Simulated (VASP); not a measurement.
# Ni (Fd-3m) in VASP: further runs

Runs on Ni. Level: PBEsol. Tasks: single point.

Everything below comes from runs of VASP 6.6.1. Logs are shortened: lines on timing, memory, paths and dates and some standing lists are left out, and cuts for length are marked.

## 1. The cell of the first run

It takes space group Fd-3m (No. 227, cubic). Conventional cell: a = 4.870 Å, b = 4.870 Å, c = 4.870 Å, α = 90.00°, β = 90.00°, γ = 90.00°. Within 2.8 Å of Ni (site symmetry -43m) lie 4 Ni at 2.11 Å.

## 2. Single point, PBEsol, collinear spin, ferromagnetic start (volume scaled by 0.92)

INCAR

```
  PREC = Accurate
  ENCUT = 520
  EDIFF = 1E-6
  ISMEAR = -1
  SIGMA = 0.05
  LREAL = F
  LASPH = T
  NELM = 150
  ALGO = Normal
  ISIF = 2
  LWAVE = F
  LCHARG = F
  ISPIN = 2
  MAGMOM = 0.83 0.83
  LORBIT = 11
  LMAXMIX = 4
  GGA = PS
  NBANDS = 21
```

KPOINTS

```
regular mesh
0
Gamma
  12 12 12
```

POSCAR

```
Ni
1.0
    0.0000000000      2.4348847284      2.4348847284
    2.4348847284      0.0000000000      2.4348847284
    2.4348847284      2.4348847284      0.0000000000
Ni
2
Direct
    0.1250000000      0.1250000000      0.1250000000
    0.8750000000      0.8750000000      0.8750000000
```

Potentials or basis: VASP PAW PBE potentials, release 64 (Ni).

Command:

```bash
$ cat potpaw_PBE.64/Ni/POTCAR > POTCAR
$ mpirun -np 1 vasp_std > vasp.out
```

OUTCAR:

```text
PREC = Accurate
   ENCUT = 520
   EDIFF = 1E-6
   ISMEAR = -1
   LREAL = F
   LASPH = T
   NELM = 150
   ISIF = 2
   ISPIN = 2
   LORBIT = 11
   GGA = PS

 ion  position               nearest neighbor table
   1  0.125  0.125  0.125-   2 2.11   2 2.11   2 2.11   2 2.11
   2  0.875  0.875  0.875-   1 2.11   1 2.11   1 2.11   1 2.11

  LATTYP: Found a face centered cubic cell.
 ALAT       =     4.8697694568

  Lattice vectors:

 A1 = (   0.0000000000,   2.4348847284,   2.4348847284)
 A2 = (   2.4348847284,   0.0000000000,   2.4348847284)
 A3 = (   2.4348847284,   2.4348847284,   0.0000000000)

Analysis of symmetry for initial positions (statically):
=====================================================================
 Subroutine PRICEL returns:
 Original cell was already a primitive cell.

 Routine SETGRP: Setting up the symmetry group for a
 face centered cubic supercell.

 Subroutine GETGRP returns: Found 48 space group operations
 (whereof 12 operations were pure point group operations)
 out of a pool of 48 trial point group operations.

The static configuration has the point symmetry D_3d.
 The point group associated with its full space group is O_h .

Analysis of symmetry for dynamics (positions and initial velocities):
=====================================================================
 Subroutine PRICEL returns:
 Original cell was already a primitive cell.

 Routine SETGRP: Setting up the symmetry group for a
 face centered cubic supercell.

 Subroutine GETGRP returns: Found 48 space group operations
 (whereof 12 operations were pure point group operations)
 out of a pool of 48 trial point group operations.

The dynamic configuration has the point symmetry D_3d.
 The point group associated with its full space group is O_h .

Analysis of structural, dynamic, and magnetic symmetry:
=====================================================================
 Subroutine PRICEL returns:
 Original cell was already a primitive cell.

 Routine SETGRP: Setting up the symmetry group for a
 face centered cubic supercell.

 Subroutine GETGRP returns: Found 48 space group operations
 (whereof 12 operations were pure point group operations)
 out of a pool of 48 trial point group operations.

The overall configuration has the point symmetry D_3d.
 The point group associated with its full space group is O_h .

 Subroutine INISYM returns: Found 48 space group operations
[... 110 lines left out ...]
   EMIN   =  10.00;   EMAX   =-10.00  energy-range for DOS
   EFERMI =   0.00;   METHOD = LEGACY
   ISMEAR =    -1;   SIGMA  =   0.05  broadening in eV -4-tet -1-fermi 0-gaus
   EFERMI_NEDOS =   21; number of points for ismear=-14 and -15
   IALGO  =     38    algorithm
   IMIX   =      4    mixing-type and parameters
     AMIX     =   0.40;   BMIX     =  1.00
     AMIX_MAG =   1.60;   BMIX_MAG =  1.00
  volume/ion in A,a.u.               =      14.44        97.42
  Fermi-wavevector in a.u.,A,eV,Ry     =   1.448538  2.737339 28.548575  2.098261
  Thomas-Fermi vector in A             =   2.566367
   LORBIT       =     11    0 simple, 1 ext, 2 COOP (PROOUT), +10 PAW based schemes
   GGA     = PS    functional components
   LHFCALC =     F    Hartree Fock is set to
   AEXX    =    0.0000 exact exchange contribution
   IVDW    =     0    specifies the selected vdW correction
   LEPSILON=     F    determine dielectric tensor
   LRPA    =     F    only Hartree local field effects (RPA)
 spin polarized calculation
  energy-cutoff  :      520.00
  volume of cell :       28.87
 maximum number of plane-waves:       794
 NGX is ok and might be reduce to    28
   NGX = 13   NGY = 13   NGZ = 13

 number of electron      20.0000001 magnetization       1.5381288

 Free energy of the ion-electron system (eV)
  ---------------------------------------------------
  ext. energy  EPLUGINS =         0.00000000
  ---------------------------------------------------
  free energy    TOTEN  =        -9.52762395 eV

  energy without entropy =       -9.50285491  energy(sigma->0) =       -9.51523943

 E-fermi :   5.9352     XC(G=0): -11.5655

 val. band max:        5.9344880484   @ k =   0.5000   0.1667   0.0000
 cond. band min:       5.9374353711   @ k =  -0.4167   0.2500   0.0000
 fundamental gap:      0.0029473227
 Fermi energy:         5.9352306190

 spin component 1

 k-point     1 :       0.0000    0.0000    0.0000
  band No.  band energies     occupation
      1      -1.3989      1.00000
      2       2.2664      1.00000
      3       2.2664      1.00000
      4       2.3596      1.00000
      5       2.3596      1.00000
      6       2.3596      1.00000
[... 565 lines left out ...]
     20      26.7827      0.00000
     21      27.9498      0.00000

 [... further k-points ...]

 spin component 2

 k-point     1 :       0.0000    0.0000    0.0000
  band No.  band energies     occupation
      1      -1.3832      1.00000
      2       2.9837      1.00000
      3       2.9837      1.00000
      4       3.0783      1.00000
      5       3.0783      1.00000
      6       3.0783      1.00000
[... 565 lines left out ...]
     20      26.8578      0.00000
     21      28.0325      0.00000

 [... further k-points ...]
[... 5 lines left out ...]
  --------------------------------------------------------------------------------------
  -------------------------------------------------------------------------------------
  Total        1.8993824      1.8993824      1.8993824     -0.0000000     -0.0000000      0.0000000
  in kB      105.4041664    105.4041664    105.4041664     -0.0000000     -0.0000000      0.0000000
  external PRESSURE =     105.4041664 kB  Pullay stress =       0.0000000 kB

 VOLUME and BASIS-vectors are now :
 -----------------------------------------------------------------------------
  energy-cutoff  :      520.00
  volume of cell :       28.87
      direct lattice vectors                 reciprocal lattice vectors
     0.000000000  2.434884728  2.434884728    -0.205348530  0.205348530  0.205348530
     2.434884728  0.000000000  2.434884728     0.205348530 -0.205348530  0.205348530
     2.434884728  2.434884728  0.000000000     0.205348530  0.205348530 -0.205348530

 POSITION                                       TOTAL-FORCE (eV/Angst)
 -----------------------------------------------------------------------------------
      0.60872      0.60872      0.60872        -0.000000     -0.000000     -0.000000
      4.26105      4.26105      4.26105         0.000000      0.000000      0.000000
 -----------------------------------------------------------------------------------
    total drift:                                0.000000      0.000000     -0.000000

  FREE ENERGIE OF THE ION-ELECTRON SYSTEM (eV)
  ---------------------------------------------------
  free  energy   TOTEN  =        -9.5276239474 eV

  energy  without entropy=       -9.5028549131  energy(sigma->0) =       -9.51523943

 total charge

# of ion       s       p       d       tot
------------------------------------------
    1        0.591   0.434   8.386   9.411
    2        0.591   0.434   8.386   9.411
--------------------------------------------------
tot          1.182   0.868  16.771  18.821

 magnetization (x)

# of ion       s       p       d       tot
------------------------------------------
    1       -0.015  -0.016   0.795   0.764
    2       -0.015  -0.016   0.795   0.764
--------------------------------------------------
tot         -0.030  -0.033   1.591   1.528
```

stdout:

```text
POSCAR found type information on POSCAR Ni
 POSCAR found :  1 types and       2 ions
 scaLAPACK will be used
 -----------------------------------------------------------------------------
|                                                                             |
|                                                                             |
|     You enforced a specific xc type in the INCAR file but a different       |
|     I HOPE YOU KNOW WHAT YOU ARE DOING!                                     |
|                                                                             |
 -----------------------------------------------------------------------------

 LDA part: xc-table for (Slater+PW92), standard interpolation
 POSCAR, INCAR and KPOINTS ok, starting setup
 FFT: planning ... GRIDC
 FFT: planning ... GRID_SOFT
 FFT: planning ... GRID
 WAVECAR not read
 entering main loop
```

Wall time 2.3 min (1 thread of Intel Xeon Platinum 8259CL at 2.50GHz (Skylake/Cascade Lake), shared host); peak memory 0.2 GiB.

Results:

```
Free energy                                           : -9.5276 eV
Pressure                                              : 10.5 GPa
Net moment                                            : 1.54 μB per cell
Site moments                                          : Ni +0.76 μB
Valence electrons inside the program's atomic spheres : Ni 9.41
```

Levels at points of the mesh, in eV from the Fermi level:
Spin up:
```
           k point  band 9  band 10  band 11  band 12  band 13  band 14
(0.00, 0.00, 0.00)   -1.89    -0.72    -0.72    12.88    12.88    12.88
(0.50, 0.00, 0.00)   -1.48    -0.90    -0.90     0.55     9.33     9.33
(0.50, 0.50, 0.00)   -0.75    -0.75     1.10     1.10     4.66     4.66
```
Spin down:
```csv
k point,band 5,band 6,band 7,band 8,band 9,band 10,band 11,band 12,band 13,band 14
"(0.00, 0.00, 0.00)",-2.86,-2.86,-1.10,-1.10,-1.10,0.18,0.18,13.06,13.06,13.06
"(0.50, 0.00, 0.00)",-2.83,-2.83,-1.79,-0.66,-0.66,-0.02,-0.02,1.24,9.46,9.46
"(0.50, 0.50, 0.00)",-2.24,-2.24,-1.34,-1.34,0.15,0.15,1.62,1.62,4.68,4.68
```

Caveat: the PAW data sets were made with another functional, which shifts forces and pressure a little.

(Part 1 of 2 ends here.)
